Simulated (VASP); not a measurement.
# Li2S (Fm-3m) in VASP: a series of runs

The runs below take Li2S through single point, with PBE-based screened hybrid.

Program: VASP 6.6.1. These are calculated values, not measurements. Logs are shortened: lines on timing, memory, paths and dates and some standing lists are left out, and cuts for length are marked.

## Step 1: The cell of the first run

The structure is cubic, space group Fm-3m (No. 225). The conventional cell has a = 5.691 Å, b = 5.691 Å, c = 5.691 Å, α = 90.00°, β = 90.00°, γ = 90.00°. S (site symmetry m-3m) has 8 Li at 2.46 Å within 3.3 Å. Li (site symmetry -43m) has 4 S at 2.46 Å and 6 Li at 2.85 Å within 3.3 Å.

## Step 2: Single point, PBE-based screened hybrid

POSCAR reads:

```
Li2S
1.0
    0.0000000000      2.8452942165      2.8452942165
    2.8452942165      0.0000000000      2.8452942165
    2.8452942165      2.8452942165      0.0000000000
S Li
1 2
Direct
    0.0000000000      0.0000000000      0.0000000000
    0.2500000000      0.2500000000      0.2500000000
    0.7500000000      0.7500000000      0.7500000000
```

INCAR.step1 reads:

```
  PREC = Accurate
  ENCUT = 650
  EDIFF = 1E-5
  ISMEAR = 0
  SIGMA = 0.01
  LREAL = False
  LASPH = True
  NELM = 120
  ALGO = Normal
  ISIF = 2
  LWAVE = True
  LCHARG = False
  NBANDS = 13
  GGA = PE
  GGA_COMPAT = False
```

INCAR.step2 reads:

```
  PREC = Accurate
  ENCUT = 650
  EDIFF = 1E-6
  ISMEAR = 0
  SIGMA = 0.01
  LREAL = False
  LASPH = True
  NELM = 120
  ALGO = Normal
  ISIF = 2
  LWAVE = False
  LCHARG = False
  GGA = PE
  LHFCALC = True
  AEXX = 0.75
  HFSCREEN = 0.5
  PRECFOCK = Normal
  NBANDS = 13
  ISTART = 1
  GGA_COMPAT = False
```

KPOINTS reads:

```
Automatic mesh
0
Gamma
  4 4 4
```

Potentials or basis: VASP PAW PBE potentials, release 64 (S, Li_sv).

Launch:

```sh
cat potpaw_PBE.64/S/POTCAR potpaw_PBE.64/Li_sv/POTCAR > POTCAR
cp INCAR.step1 INCAR
mpirun -np 1 vasp_std > vasp.out
cp INCAR.step2 INCAR
mpirun -np 1 vasp_std > vasp.out
```

OUTCAR:

```text
PREC = Accurate
   ENCUT = 650
   EDIFF = 1E-6
   ISMEAR = 0
   LREAL = False
   LASPH = True
   NELM = 120
   ISIF = 2
   GGA = PE
   LHFCALC = True
   AEXX = 0.75
   HFSCREEN = 0.5
   PRECFOCK = Normal
   ISTART = 1

 ion  position               nearest neighbor table
   1  0.000  0.000  0.000-   3 2.46   3 2.46   3 2.46   2 2.46   3 2.46   2 2.46   2 2.46   2 2.46

   2  0.250  0.250  0.250-   1 2.46   1 2.46   1 2.46   1 2.46
   3  0.750  0.750  0.750-   1 2.46   1 2.46   1 2.46   1 2.46

  LATTYP: Found a face centered cubic cell.
 ALAT       =     5.6905884330

  Lattice vectors:

 A1 = (   0.0000000000,   2.8452942165,   2.8452942165)
 A2 = (   2.8452942165,   0.0000000000,   2.8452942165)
 A3 = (   2.8452942165,   2.8452942165,   0.0000000000)

Analysis of symmetry for initial positions (statically):
[... 5 lines left out ...]
 face centered cubic supercell.

 Subroutine GETGRP returns: Found 48 space group operations
 (whereof 48 operations were pure point group operations)
 out of a pool of 48 trial point group operations.

The static configuration has the point symmetry O_h .

Analysis of symmetry for dynamics (positions and initial velocities):
[... 5 lines left out ...]
 face centered cubic supercell.

 Subroutine GETGRP returns: Found 48 space group operations
 (whereof 48 operations were pure point group operations)
 out of a pool of 48 trial point group operations.

The dynamic configuration has the point symmetry O_h .

 Subroutine INISYM returns: Found 48 space group operations
 (whereof 48 operations are pure point group operations),
 and found     1 'primitive' translations

----------------------------------------------------------------------------------------

                                     Primitive cell

  volume of cell :      46.0693

  direct lattice vectors                    reciprocal lattice vectors
     0.000000000  2.845294217  2.845294217    -0.175728751  0.175728751  0.175728751
     2.845294217  0.000000000  2.845294217     0.175728751 -0.175728751  0.175728751
     2.845294217  2.845294217  0.000000000     0.175728751  0.175728751 -0.175728751

  length of vectors
     4.023853670  4.023853670  4.023853670     0.304371126  0.304371126  0.304371126

  position of ions in fractional coordinates (direct lattice)
     0.000000000  0.000000000  0.000000000
     0.250000000  0.250000000  0.250000000
     0.750000000  0.750000000  0.750000000

  ion indices of the primitive-cell ions
   primitive index   ion index
                 1           1
                 2           2
                 3           3

----------------------------------------------------------------------------------------

 KPOINTS: Automatic mesh

Automatic generation of k-mesh.
 Grid dimensions read from file:
 generate k-points for:    4    4    4

 Generating k-lattice:

  Cartesian coordinates                     Fractional coordinates (reciprocal lattice)
    -0.043932188  0.043932188  0.043932188     0.250000000  0.000000000  0.000000000
     0.043932188 -0.043932188  0.043932188     0.000000000  0.250000000  0.000000000
     0.043932188  0.043932188 -0.043932188     0.000000000  0.000000000  0.250000000

  Length of vectors
     0.076092781  0.076092781  0.076092781

  Shift w.r.t. Gamma in fractional coordinates (k-lattice)
     0.000000000  0.000000000  0.000000000

 Subroutine IBZKPT returns following result:
 ===========================================

 Found      8 irreducible k-points:

 Following reciprocal coordinates:
            Coordinates               Weight
  0.000000  0.000000  0.000000      1.000000
  0.250000  0.000000  0.000000      8.000000
  0.500000  0.000000  0.000000      4.000000
  0.250000  0.250000  0.000000      6.000000
  0.500000  0.250000  0.000000     24.000000
 -0.250000  0.250000  0.000000     12.000000
  0.500000  0.500000  0.000000      3.000000
 -0.250000  0.500000  0.250000      6.000000
   k-points           NKPTS =      8   k-points in BZ     NKDIM =     64   number of bands    NBANDS=     13
   number of dos      NEDOS =    301   number of ions     NIONS =      3
   total plane-waves  NPLWV =  46656
   dimension x,y,z NGX =    36 NGY =   36 NGZ =   36
   dimension x,y,z NGXF=    72 NGYF=   72 NGZF=   72
   ions per type =               1   2
   NGX,Y,Z   is equivalent  to a cutoff of  14.87, 14.87, 14.87 a.u.
   NGXF,Y,Z  is equivalent  to a cutoff of  29.75, 29.75, 29.75 a.u.
 SYSTEM =  unknown system
   PREC   = accura    normal or accurate (medium, high low for compatibility)
   ISTART =      1    job   : 0-new  1-cont  2-samecut
   ICHARG =      0    charge: 1-file 2-atom 10-const
   ISPIN  =      1    spin polarized calculation?
   LNONCOLLINEAR =      F non collinear calculations
   LSORBIT =      F    spin-orbit coupling
   LASPH  =      T    aspherical Exc in radial PAW
   ENCUT  =  650.0 eV  47.77 Ry    6.91 a.u.   8.36  8.36  8.36*2*pi/ulx,y,z
   NELM   =    120;   NELMIN=  2; NELMDL=  0     # of ELM steps
   EDIFF  = 0.1E-05   stopping-criterion for ELM
   LREAL  =      F    real-space projection
   EDIFFG = 0.1E-04   stopping-criterion for IOM
   NSW    =      0    number of steps for IOM
   IBRION =     -1    ionic relax: 0-MD 1-quasi-New 2-CG
   NFREE  =      0    steps in history (QN), initial steepest desc. (CG)
   ISIF   =      2    stress and relaxation
   ISYM   =      3    0-nonsym 1-usesym 2-fastsym
   POTIM  = 0.5000    time-step for ionic-motion
   TEBEG  =    0.0;   TEEND  =   0.0 temperature during run
   PSTRESS=    0.0 pullay stress
   NELECT =      12.0000    total number of electrons
   NUPDOWN=      -1.0000    fix difference up-down
   EMIN   =  10.00;   EMAX   =-10.00  energy-range for DOS
   EFERMI =   0.00;   METHOD = LEGACY
   ISMEAR =     0;   SIGMA  =   0.01  broadening in eV -4-tet -1-fermi 0-gaus
   EFERMI_NEDOS =   21; number of points for ismear=-14 and -15
   IALGO  =     38    algorithm
   IMIX   =      1    mixing-type and parameters
     AMIX     =   0.40;   BMIX     =  1.00
     AMIX_MAG =   1.60;   BMIX_MAG =  1.00
  volume/ion in A,a.u.               =      15.36       103.63
  Fermi-wavevector in a.u.,A,eV,Ry     =   1.045518  1.975742 14.872628  1.093107
  Thomas-Fermi vector in A             =   2.180317
   LORBIT       =      0    0 simple, 1 ext, 2 COOP (PROOUT), +10 PAW based schemes
   GGA     = PE    functional components
   LHFCALC =     T    Hartree Fock is set to
   PRECFOCK=normal    Normal, Fast or Accurate (Low or Medium for compatibility)
   ENCUT4O =  -1.0   cutoff for four orbital integrals eV
   NKREDX  =     1    reduce k-point grid by
   NKREDY  =     1    reduce k-point grid by
   NKREDZ  =     1    reduce k-point grid by
   AEXX    =    0.7500 exact exchange contribution
   HFSCREEN=    0.5000 screening length (either q_TF or 0.3 A-1)
   HFSCREENC=   0.5000 screening length for correlation (either q_TF or 0.3 A-1)
   ENCUTFOCK=  -1.0 apply spherical cutoff to Coloumb kernel
   IVDW    =     0    specifies the selected vdW correction
   LEPSILON=     F    determine dielectric tensor
   LRPA    =     F    only Hartree local field effects (RPA)
 non-spin polarized calculation
 Gauss-broadening in eV      SIGMA  =   0.01
  energy-cutoff  :      650.00
  volume of cell :       46.07
 maximum number of plane-waves:      1759
 NGX is ok and might be reduce to    36
  NGX = 28; NGY = 28; NGZ = 28

 number of electron      11.9999998 magnetization

 Free energy of the ion-electron system (eV)
  ---------------------------------------------------
  ext. energy  EPLUGINS =         0.00000000
  ---------------------------------------------------
  free energy    TOTEN  =       -14.42514827 eV

  energy without entropy =      -14.42514827  energy(sigma->0) =      -14.42514827

 E-fermi :   0.4885     XC(G=0):  -5.4833

 val. band max:        0.3110579347   @ k =   0.0000   0.0000   0.0000
 cond. band min:       5.1035081179   @ k =   0.5000   0.5000   0.0000
 fundamental gap:      4.7924501831
 Fermi energy:         0.4885425510

 k-point     1 :       0.0000    0.0000    0.0000
  band No.  band energies     occupation
      1     -52.0692      2.00000
      2     -52.0264      2.00000
      3     -13.3158      2.00000
      4       0.3111      2.00000
      5       0.3111      2.00000
      6       0.3111      2.00000
      7       6.2072      0.00000
      8       8.2673      0.00000
      9       8.2673      0.00000
     10       8.2673      0.00000
     11      13.5238      0.00000
     12      13.5238      0.00000
     13      14.7517      0.00000

 k-point     2 :       0.2500    0.0000    0.0000
  band No.  band energies     occupation
      1     -52.0622      2.00000
      2     -52.0318      2.00000
      3     -13.0619      2.00000
      4      -1.5324      2.00000
      5       0.0087      2.00000
      6       0.0087      2.00000
      7       7.3767      0.00000
      8       8.8582      0.00000
      9       8.8582      0.00000
     10       9.5637      0.00000
     11      12.0843      0.00000
     12      12.0843      0.00000
     13      15.3824      0.00000

 k-point     3 :       0.5000    0.0000    0.0000
  band No.  band energies     occupation
      1     -52.0462      2.00000
      2     -52.0461      2.00000
      3     -12.7750      2.00000
      4      -2.8926      2.00000
      5      -0.2485      2.00000
      6      -0.2485      2.00000
      7       8.1431      0.00000
      8       8.5745      0.00000
      9       8.5745      0.00000
     10      10.5930      0.00000
     11      15.4252      0.00000
     12      15.4252      0.00000
     13      15.6536      0.00000
[... 49 lines left out ...]
 k-point     7 :       0.5000    0.5000    0.0000
  band No.  band energies     occupation
      1     -52.0529      2.00000
      2     -52.0385      2.00000
      3     -12.6103      2.00000
      4      -2.1858      2.00000
      5      -1.2445      2.00000
      6      -1.2445      2.00000
      7       5.1035      0.00000
      8       9.0594      0.00000
      9      13.6911      0.00000
     10      13.6911      0.00000
     11      14.9107      0.00000
     12      15.1594      0.00000
     13      15.1594      0.00000

 k-point     8 :      -0.2500    0.5000    0.2500
  band No.  band energies     occupation
      1     -52.0457      2.00000
      2     -52.0457      2.00000
      3     -12.5997      2.00000
      4      -1.7550      2.00000
      5      -1.7550      2.00000
      6      -1.5503      2.00000
      7       7.2777      0.00000
      8       9.4759      0.00000
      9      11.1221      0.00000
     10      11.1221      0.00000
     11      14.5880      0.00000
     12      14.5880      0.00000
     13      15.3444      0.00000

------------------------ aborting loop because EDIFF is reached ----------------------------------------

  FORCE on cell =-STRESS in cart. coord.  units (eV):
  Direction    XX          YY          ZZ          XY          YZ          ZX
  --------------------------------------------------------------------------------------
  -------------------------------------------------------------------------------------
  Total       -0.4263238     -0.4263238     -0.4263238      0.0000000     -0.0000000     -0.0000000
  in kB      -14.8264985    -14.8264985    -14.8264985      0.0000000     -0.0000000     -0.0000000
  external PRESSURE =     -14.8264985 kB  Pullay stress =       0.0000000 kB

 VOLUME and BASIS-vectors are now :
 -----------------------------------------------------------------------------
  energy-cutoff  :      650.00
  volume of cell :       46.07
      direct lattice vectors                 reciprocal lattice vectors
     0.000000000  2.845294217  2.845294217    -0.175728751  0.175728751  0.175728751
     2.845294217  0.000000000  2.845294217     0.175728751 -0.175728751  0.175728751
     2.845294217  2.845294217  0.000000000     0.175728751  0.175728751 -0.175728751

 POSITION                                       TOTAL-FORCE (eV/Angst)
 -----------------------------------------------------------------------------------
      0.00000      0.00000      0.00000         0.000000      0.000000      0.000000
      1.42265      1.42265      1.42265        -0.000000     -0.000000     -0.000000
      4.26794      4.26794      4.26794         0.000000      0.000000      0.000000
 -----------------------------------------------------------------------------------
    total drift:                               -0.000001     -0.000000     -0.000001

  FREE ENERGIE OF THE ION-ELECTRON SYSTEM (eV)
  ---------------------------------------------------
  free  energy   TOTEN  =       -14.4251482714 eV

  energy  without entropy=      -14.4251482714  energy(sigma->0) =      -14.42514827
```

Wall time 2.7 min (1 thread of Intel Xeon Platinum 8559C (Emerald Rapids), shared host); peak memory 0.29 GiB.

Results:

- Free energy: -14.4251 eV
- Pressure: -1.5 GPa
- Band gap on the k mesh: 4.79 eV, indirect (least direct gap 5.90 eV)

Caveat: the k points lie up to 0.48 Å⁻¹ apart; the PAW data sets were made with another functional, which shifts forces and pressure a little. A k mesh can miss the band edges.

## Step 3: Single point, PBE-based screened hybrid

POSCAR is that of step 2.

INCAR.step1 reads:

```
SYSTEM = Li2S
PREC = Accurate ; ENCUT = 650
EDIFF = 1E-5 ; ISMEAR = 0
SIGMA = 0.01 ; LREAL = .False.
LASPH = .True. ; NELM = 120
ALGO = Normal ; ISIF = 2
LWAVE = .True. ; LCHARG = .False.
GGA = PE ; NBANDS = 13
GGA_COMPAT = .False.
```

INCAR.step2 reads:

```
SYSTEM = Li2S
PREC = Accurate ; ENCUT = 650
EDIFF = 1E-6 ; ISMEAR = 0
SIGMA = 0.01 ; LREAL = .False.
LASPH = .True. ; NELM = 120
ALGO = Normal ; ISIF = 2
LWAVE = .False. ; LCHARG = .False.
GGA = PE ; LHFCALC = .True.
AEXX = 0.1 ; HFSCREEN = 0.1
PRECFOCK = Normal ; ISTART = 1
NBANDS = 13 ; GGA_COMPAT = .False.
```

KPOINTS reads:

```
regular mesh
0
Gamma
  4 4 4
  0 0 0
```

Potentials or basis: VASP PAW PBE potentials, release 64 (S, Li_sv).

Launch:

```sh
cat potpaw_PBE.64/S/POTCAR potpaw_PBE.64/Li_sv/POTCAR > POTCAR
cp INCAR.step1 INCAR
mpirun -np 1 vasp_std > vasp.out
cp INCAR.step2 INCAR
mpirun -np 1 vasp_std > vasp.out
```

Run time: 1.9 min. Hardware: 1 thread of Intel Xeon Platinum 8559C (Emerald Rapids), shared host; peak memory 0.29 GiB.

Results (log left out):

| Property | Result |
| --- | --- |
| Free energy | -12.7672 eV |
| Pressure | -0.1 GPa |
| Band gap on the k mesh | 3.89 eV, indirect (least direct gap 4.84 eV) |

Levels at points of the mesh, in eV from the valence-band top:
| k point | band 4 | band 5 | band 6 | band 7 | band 8 | band 9 |
| --- | --- | --- | --- | --- | --- | --- |
| (0.00, 0.00, 0.00) | 0.00 | 0.00 | 0.00 | 4.84 | 6.83 | 6.83 |
| (0.50, 0.00, 0.00) | -3.01 | -0.53 | -0.53 | 6.73 | 7.17 | 7.17 |
| (0.50, 0.50, 0.00) | -2.28 | -1.48 | -1.48 | 3.89 | 7.70 | 11.84 |

Caveat: the k points lie up to 0.48 Å⁻¹ apart; the PAW data sets were made with another functional, which shifts forces and pressure a little. A k mesh can miss the band edges.
